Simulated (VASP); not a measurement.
A run of VASP 6.6.1 is set up as follows.

File INCAR:

```
SYSTEM = Mn3O4
ALGO = Normal ; EDIFF = 1E-7
ENCUT = 520 ; GGA = CA
ISIF = 2 ; ISMEAR = -1
ISPIN = 2 ; ISYM = 0
LASPH = .True. ; LCHARG = .False.
LDAU = .True. ; LDAUJ = 0 0
LDAUL = 2 -1 ; LDAUPRINT = 1
LDAUTYPE = 2 ; LDAUU = 3.9 0
LMAXMIX = 4 ; LORBIT = 11
LREAL = .False. ; LWAVE = .False.
MAGMOM = 2.93 2.93 2.93 2.93 2.93 -2.93 0 0 0 0 0 0 0 0 ; NBANDS = 80
NELM = 150 ; PREC = Accurate
SIGMA = 0.02
```

File KPOINTS:

```
k-points
0
Gamma
  3 3 4
  0 0 0
```

Contents of POSCAR:

```
Mn3O4
1.0
   -2.8795000000      2.8795000000      4.7300000000
    2.8795000000     -2.8795000000      4.7300000000
    2.8795000000      2.8795000000     -4.7300000000
Mn O
6 8
Direct
    0.0000000000      0.0000000000      0.0000000000
    0.7500000000      0.2500000000      0.5000000000
    0.8750000000      0.6250000000      0.2500000000
    0.3750000000      0.6250000000      0.2500000000
    0.3750000000      0.6250000000      0.7500000000
    0.3750000000      0.1250000000      0.7500000000
    0.6040000000      0.3840000000      0.2200000000
    0.1340000000      0.4140000000      0.2800000000
    0.1640000000      0.3840000000      0.7800000000
    0.1340000000      0.8540000000      0.7200000000
    0.1460000000      0.8660000000      0.2800000000
    0.6160000000      0.3960000000      0.7800000000
    0.5860000000      0.8660000000      0.7200000000
    0.6160000000      0.8360000000      0.2200000000
```

Potentials or basis: VASP PAW LDA potentials, release 64 (Mn_pv, O).

Command:

```console
$ cat potpaw_LDA.64/Mn_pv/POTCAR potpaw_LDA.64/O/POTCAR > POTCAR
$ mpirun -np 1 vasp_std > vasp.out
```

Q: Predict the largest force.

A: 0.508 eV/Å.

Q: What does it give for the site moments?

A: Mn +4.52, +3.84, +3.82, -3.66 (each value once); O +0.06, +0.05, -0.03 (each value once) μB.

Q: Estimate the net moment.

A: 18.00 μB per cell.

Stress tensor (GPa, compression positive):
```
-1.90  0.00 -0.05
 0.00 -1.44  0.00
-0.05  0.00 -4.77
```

The state reached can hang on the start; a lower one may exist.
